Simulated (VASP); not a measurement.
# MoS2 (P6_3/mmc) in VASP: further runs, part 2 of 2

VASP 6.6.1. Earlier steps stand in the parts before.

**5. Single point, r2SCAN (uniaxial z strain +1.5%)**

POSCAR reads:

```
MoS2
1.0
    3.1730196207      0.0000000000      0.0000000000
   -1.5865098103      2.7479155982      0.0000000000
    0.0000000000      0.0000000000     12.6236922935
Mo S
2 4
Direct
    0.6666666667      0.3333333333      0.2500000000
    0.3333333333      0.6666666667      0.7500000000
    0.3333333333      0.6666666667      0.3733409620
    0.6666666667      0.3333333333      0.8733409620
    0.3333333333      0.6666666667      0.1266590380
    0.6666666667      0.3333333333      0.6266590380
```

INCAR.step1 reads:

```
SYSTEM = MoS2
PREC     = Accurate       ! precision mode
ENCUT    = 520            ! plane-wave cutoff, eV
ISMEAR   = 0              ! smearing method
SIGMA    = 0.01           ! smearing width, eV
LREAL    = .FALSE.        ! projectors in reciprocal space
LASPH    = .TRUE.         ! aspherical terms in the spheres
NELM     = 80             ! most SCF steps
NBANDS   = 35             ! bands
GGA      = PE             ! functional
ALGO     = Normal         ! electronic algorithm
EDIFF    = 1E-4           ! SCF threshold, eV
LWAVE    = .TRUE.         ! write WAVECAR
LCHARG   = .FALSE.        ! write CHGCAR
```

INCAR.step2 reads:

```
SYSTEM = MoS2
PREC     = Accurate       ! precision mode
ENCUT    = 520            ! plane-wave cutoff, eV
EDIFF    = 1E-6           ! SCF threshold, eV
ISMEAR   = 0              ! smearing method
SIGMA    = 0.01           ! smearing width, eV
LREAL    = .FALSE.        ! projectors in reciprocal space
LASPH    = .TRUE.         ! aspherical terms in the spheres
NELM     = 80             ! most SCF steps
ALGO     = Normal         ! electronic algorithm
ISIF     = 2              ! what is computed and relaxed
LWAVE    = .FALSE.        ! write WAVECAR
LCHARG   = .FALSE.        ! write CHGCAR
METAGGA  = R2SCAN         ! meta-GGA
LMIXTAU  = .TRUE.       
NBANDS   = 35             ! bands
ISTART   = 1
```

KPOINTS reads:

```
Automatic mesh
0
G
  12 12 2
  0 0 0
```

Started as:

```sh
$ cat potpaw_PBE.64/Mo_sv/POTCAR potpaw_PBE.64/S/POTCAR > POTCAR
$ cp INCAR.step1 INCAR
$ mpirun -np 1 vasp_std > vasp.out
$ cp INCAR.step2 INCAR
$ mpirun -np 1 vasp_std > vasp.out
```

Wall time 4.3 min (1 thread of Intel Xeon Platinum 8488C (Sapphire Rapids), shared host); peak memory 0.3 GiB.

It converged, with:

```
Free energy            : -90.0735 eV
Pressure               : 0.9 GPa
Largest force          : 0.047 eV/Å
Band gap on the k mesh : 1.13 eV (least direct gap 1.76 eV)
```

Forces on the atoms (eV/Å):
```
Mo   0.000  0.000  0.000
Mo   0.000  0.000  0.000
S    0.000  0.000 -0.047
S    0.000  0.000 -0.047
S    0.000  0.000  0.047
S    0.000  0.000  0.047
```

Stress tensor (GPa, compression positive):
```
1.13 0.00 0.00
0.00 1.13 0.00
0.00 0.00 0.41
```

Levels at points of the mesh, in eV from the valence-band top:
```csv
k point,band 24,band 25,band 26,band 27,band 28,band 29
"(0.00, 0.00, 0.00)",-1.43,-1.04,0.00,2.32,2.32,2.34
"(0.50, 0.00, 0.00)",-1.65,-1.35,-1.26,1.77,1.80,2.20
"(0.00, 0.00, 0.50)",-2.26,-0.29,-0.29,2.32,2.32,2.32
"(0.50, 0.00, 0.50)",-1.73,-1.30,-1.30,1.78,1.78,2.31
```

Caveat: the cell differs from its parent crystal (uniaxial z strain +1.5%); the PAW data sets were made with another functional, which shifts forces and pressure a little. A k mesh can miss the band edges.

**6. Single point, r2SCAN (epitaxial xy strain +3.6%)**

POSCAR reads:

```
MoS2
1.0
    3.2888348368      0.0000000000      0.0000000000
   -1.6444174184      2.8482145176      0.0000000000
    0.0000000000      0.0000000000     12.2556945572
Mo S
2 4
Direct
    0.6666666667      0.3333333333      0.2500000000
    0.3333333333      0.6666666667      0.7500000000
    0.3333333333      0.6666666667      0.3740718396
    0.6666666667      0.3333333333      0.8740718396
    0.3333333333      0.6666666667      0.1259281604
    0.6666666667      0.3333333333      0.6259281604
```

INCAR.step1 reads:

```
SYSTEM = MoS2
PREC = Accurate
ENCUT = 520
ISMEAR = 0
SIGMA = 0.01
LREAL = .FALSE.
LASPH = .TRUE.
NELM = 100
NBANDS = 35
GGA = PE
ALGO = Normal
EDIFF = 1E-4
LWAVE = .TRUE.
LCHARG = .FALSE.
```

INCAR.step2 reads:

```
SYSTEM = MoS2
PREC = Accurate
ENCUT = 520
EDIFF = 1E-6
ISMEAR = 0
SIGMA = 0.01
LREAL = .FALSE.
LASPH = .TRUE.
NELM = 100
ALGO = Normal
ISIF = 2
LWAVE = .FALSE.
LCHARG = .FALSE.
METAGGA = R2SCAN
LMIXTAU = .TRUE.
NBANDS = 35
ISTART = 1
```

KPOINTS is that of step 5.

Potentials or basis: VASP PAW PBE potentials, release 64 (Mo_sv, S).

Started as:

```sh
$ cat potpaw_PBE.64/Mo_sv/POTCAR potpaw_PBE.64/S/POTCAR > POTCAR
$ cp INCAR.step1 INCAR
$ mpirun -np 1 vasp_std > vasp.out
$ cp INCAR.step2 INCAR
$ mpirun -np 1 vasp_std > vasp.out
```

OUTCAR:

```text
SYSTEM = MoS2
   PREC = Accurate
   ENCUT = 520
   EDIFF = 1E-6
   ISMEAR = 0
   LREAL = .FALSE.
   LASPH = .TRUE.
   NELM = 100
   ISIF = 2
   METAGGA = R2SCAN
   ISTART = 1

 ion  position               nearest neighbor table
   1  0.667  0.333  0.250-   3 2.43   5 2.43   3 2.43   5 2.43   3 2.43   5 2.43
   2  0.333  0.667  0.750-   4 2.43   6 2.43   4 2.43   6 2.43   4 2.43   6 2.43
   3  0.333  0.667  0.374-   1 2.43   1 2.43   1 2.43
   4  0.667  0.333  0.874-   2 2.43   2 2.43   2 2.43
   5  0.333  0.667  0.126-   1 2.43   1 2.43   1 2.43
   6  0.667  0.333  0.626-   2 2.43   2 2.43   2 2.43

  LATTYP: Found a hexagonal cell.
 ALAT       =     3.2888348368
 C/A-ratio  =     3.7264548587

  Lattice vectors:

 A1 = (   3.2888348368,   0.0000000000,   0.0000000000)
 A2 = (  -1.6444174184,   2.8482145176,   0.0000000000)
 A3 = (   0.0000000000,   0.0000000000,  12.2556945572)

Analysis of symmetry for initial positions (statically):
=====================================================================
[... 185 lines left out ...]
 cond. band min:       7.1975751820   @ k =   0.3333   0.3333   0.0000
 fundamental gap:      0.3966510599
 Fermi energy:         6.9788082214

 k-point     1 :       0.0000    0.0000    0.0000
  band No.  band energies     occupation
      1     -57.0374      2.00000
      2     -57.0374      2.00000
      3     -30.3811      2.00000
      4     -30.3810      2.00000
      5     -30.2904      2.00000
      6     -30.2904      2.00000
[... 901 lines left out ...]
     34       9.9719      0.00000
     35      13.6604      0.00000

 [... further k-points ...]

------------------------ aborting loop because EDIFF is reached ----------------------------------------

  FORCE on cell =-STRESS in cart. coord.  units (eV):
  Direction    XX          YY          ZZ          XY          YZ          ZX
  --------------------------------------------------------------------------------------
  -------------------------------------------------------------------------------------
  Total       -5.8133897     -5.8133897      0.7019632     -0.0000000      0.0000000      0.0000000
  in kB      -81.1310939    -81.1310939      9.7965292     -0.0000000      0.0000000      0.0000000
  external PRESSURE =     -50.8218862 kB  Pullay stress =       0.0000000 kB

 VOLUME and BASIS-vectors are now :
 -----------------------------------------------------------------------------
  energy-cutoff  :      520.00
  volume of cell :      114.80
      direct lattice vectors                 reciprocal lattice vectors
     3.288834837  0.000000000  0.000000000     0.304059051  0.175548575  0.000000000
    -1.644417418  2.848214518  0.000000000     0.000000000  0.351097150  0.000000000
     0.000000000  0.000000000 12.255694557     0.000000000  0.000000000  0.081594723

 POSITION                                       TOTAL-FORCE (eV/Angst)
 -----------------------------------------------------------------------------------
      1.64442      0.94940      3.06392         0.000000     -0.000000      0.000000
     -0.00000      1.89881      9.19177        -0.000000     -0.000000      0.000000
     -0.00000      1.89881      4.58451        -0.000000      0.000000     -0.049647
      1.64442      0.94940     10.71236         0.000000     -0.000000     -0.049647
     -0.00000      1.89881      1.54334        -0.000000      0.000000      0.049647
      1.64442      0.94940      7.67118         0.000000     -0.000000      0.049647
 -----------------------------------------------------------------------------------
    total drift:                               -0.000000      0.000000     -0.000000

  FREE ENERGIE OF THE ION-ELECTRON SYSTEM (eV)
  ---------------------------------------------------
  free  energy   TOTEN  =       -89.8742491453 eV

  energy  without entropy=      -89.8742491453  energy(sigma->0) =      -89.87424915
```

OUTCAR.step1:

```text
SYSTEM = MoS2
   PREC = Accurate
   ENCUT = 520
   ISMEAR = 0
   LREAL = .FALSE.
   LASPH = .TRUE.
   NELM = 100
[... 1150 lines left out ...]
      1.64442      0.94940     10.71236        -0.000000     -0.000000      0.062468
     -0.00000      1.89881      1.54334        -0.000000      0.000000     -0.062468
      1.64442      0.94940      7.67118         0.000000      0.000000     -0.062468
 -----------------------------------------------------------------------------------
    total drift:                               -0.000000      0.000000     -0.000000

  FREE ENERGIE OF THE ION-ELECTRON SYSTEM (eV)
  ---------------------------------------------------
  free  energy   TOTEN  =       -43.4601596267 eV

  energy  without entropy=      -43.4601596267  energy(sigma->0) =      -43.46015963
```

Wall time 4.7 min (1 thread of Intel Xeon Platinum 8488C (Sapphire Rapids), shared host); peak memory 0.3 GiB.

Results:

* Free energy: -89.8742 eV
* Pressure: -5.1 GPa
* Largest force: 0.050 eV/Å
* Band gap on the k mesh: 0.40 eV (least direct gap 1.38 eV)

Forces in eV/Å, atoms in the order of the input:
```
Mo   0.000  0.000  0.000
Mo   0.000  0.000  0.000
S    0.000  0.000 -0.050
S    0.000  0.000 -0.050
S    0.000  0.000  0.050
S    0.000  0.000  0.050
```

Stress tensor (GPa, compression positive):
```
-8.11  0.00  0.00
 0.00 -8.11  0.00
 0.00  0.00  0.98
```

Caveat: the cell differs from its parent crystal (epitaxial xy strain +3.6%); the stress differs along the axes, from -8 to 1 GPa; semilocal functionals underestimate gaps, and a narrow one can read as zero; the PAW data sets were made with another functional, which shifts forces and pressure a little. A k mesh can miss the band edges.

**7. The runs side by side**

```tsv
level	cell	smearing	gap on the mesh (eV)	pressure (GPa)	largest force (eV/Å)
PBE	a = 3.173, b = 3.173, c = 12.436 Å, angles 90.0, 90.0, 120.0°, 6 atoms, atomic positions A	fermi-dirac 0.02 eV	0.95	2.3	0.10
PBE	a = 3.173, b = 3.173, c = 12.624 Å, angles 90.0, 90.0, 120.0°, 6 atoms, atomic positions B	fermi-dirac 0.02 eV	1.03	2.0	0.10
r2SCAN	a = 3.173, b = 3.173, c = 12.436 Å, angles 90.0, 90.0, 120.0°, 6 atoms, atomic positions A	gaussian 0.01 eV	1.05	1.2	0.05
r2SCAN	a = 3.173, b = 3.173, c = 12.624 Å, angles 90.0, 90.0, 120.0°, 6 atoms, atomic positions B	gaussian 0.01 eV	1.13	0.9	0.05
r2SCAN	a = 3.289, b = 3.289, c = 12.256 Å, angles 90.0, 90.0, 120.0°, 6 atoms, atomic positions C	gaussian 0.01 eV	0.40	-5.1	0.05
```

Alike in all rows: task single point; potentials or basis VASP PAW PBE potentials, release 64 (Mo_sv, S); no spin polarisation; k mesh 12 × 12 × 2; cutoff (eV) 520.

Caveats: the PAW data sets were made with another functional, which shifts forces and pressure a little (at least some runs); this functional lacks dispersion, which binds layers or chains, so the pressure and a relaxed spacing across them are unreliable (at least some runs); the stress differs along the axes, from -8 to 1 GPa (at least some runs); semilocal functionals underestimate gaps, and a narrow one can read as zero (at least some runs).

Total energies depend on the potentials used, so only differences within one code and one set of settings carry meaning.
